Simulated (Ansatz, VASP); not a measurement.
# KBaI3: VASP beside Ansatz

Contents of POSCAR:

```
KBaI3
1.0
    6.5848066391      0.0000000000      0.0000000000
    0.0000000000      6.5848066391      0.0000000000
    0.0000000000      0.0000000000      6.5848066391
K Ba I
1 1 3
Direct
    0.0000000000      0.0000000000      0.0000000000
    0.5000000000      0.5000000000      0.5000000000
    0.5000000000      0.5000000000      0.0000000000
    0.5000000000      0.0000000000      0.5000000000
    0.0000000000      0.5000000000      0.5000000000
```

INCAR.step1

```
SYSTEM = KBaI3
PREC = Accurate ; ENCUT = 400
EDIFF = 1E-5 ; ISMEAR = 0
SIGMA = 0.01 ; LREAL = .False.
LASPH = .True. ; NELM = 120
ALGO = Normal ; ISIF = 2
LWAVE = .True. ; LCHARG = .False.
GGA = PE ; NBANDS = 28
GGA_COMPAT = .False.
```

The input INCAR.step2:

```
SYSTEM = KBaI3
PREC = Accurate ; ENCUT = 400
EDIFF = 1E-6 ; ISMEAR = 0
SIGMA = 0.01 ; LREAL = .False.
LASPH = .True. ; NELM = 120
ALGO = Normal ; ISIF = 2
LWAVE = .False. ; LCHARG = .False.
GGA = PE ; LHFCALC = .True.
HFSCREEN = 0.2079 ; PRECFOCK = Normal
ISTART = 1 ; NBANDS = 28
GGA_COMPAT = .False.
```

File KPOINTS:

```
regular mesh
0
Gamma
  2 2 2
  0 0 0
```

Input for Ansatz:

```yaml
crystal:
  lattice:
    - [6.5848066391, 0.0, 0.0]
    - [0.0, 6.5848066391, 0.0]
    - [0.0, 0.0, 6.5848066391]
  atoms:
    - { symbol: K, position: [0.0, 0.0, 0.0] }
    - { symbol: Ba, position: [0.5, 0.5, 0.5] }
    - { symbol: I, position: [0.5, 0.5, 0.0] }
    - { symbol: I, position: [0.5, 0.0, 0.5] }
    - { symbol: I, position: [0.0, 0.5, 0.5] }
kpoints:
  mp_grid: { grid: [2, 2, 2] }
  band_path:
    path: [[0.0, 0.0, 0.0], [0.0, 0.5, 0.0], [0.5, 0.5, 0.0], [0.5, 0.5, 0.5]]
    npoints: 1
hamiltonian:
  xc: hse06
scf:
  occupations: { method: fixed }
  n_extra_bands: 5
output:
  forces: true
  stress: true
  eigenvalues: true
  write_density: true
  write_potential: true
  elf: true
  volumetric_format: npy
```

Change from the starting cell: hydrostatic strain -2.0%.

Alike in both runs: task single point; functional HSE06; k mesh 2 × 2 × 2; no spin polarisation.

|  | VASP | Ansatz |
| --- | --- | --- |
| version | VASP 6.6.1 | Ansatz 0.2.0 |
| potentials or method | VASP PAW PBE potentials, release 64 (K_sv, Ba_sv, I) | plane waves, PAW |
| plane-wave cutoff (eV) | 400 | 420 |
| occupations | gaussian, width 0.01 eV | fixed |
| valence electrons in the cell | 40 | 70 |

VASP gave:

| Property | Result |
| --- | --- |
| gap on the k mesh at the Fermi level (eV) | 4.06 |
| pressure (GPa) | 1.2 |

Problem. Which values does Ansatz return?

Solution. gap on the k mesh at the Fermi level (eV): 4.05; pressure (GPa): 1.1.

VASP's potentials hold 40 valence electrons a cell and Ansatz's 70, so a difference there can come from the potentials and not from the codes. Ansatz's warnings: stress exchange threshold loose, stress scf threshold loose.

The k mesh is coarse, so the values compare programs but aren't converged. Spin-orbit coupling is off throughout.
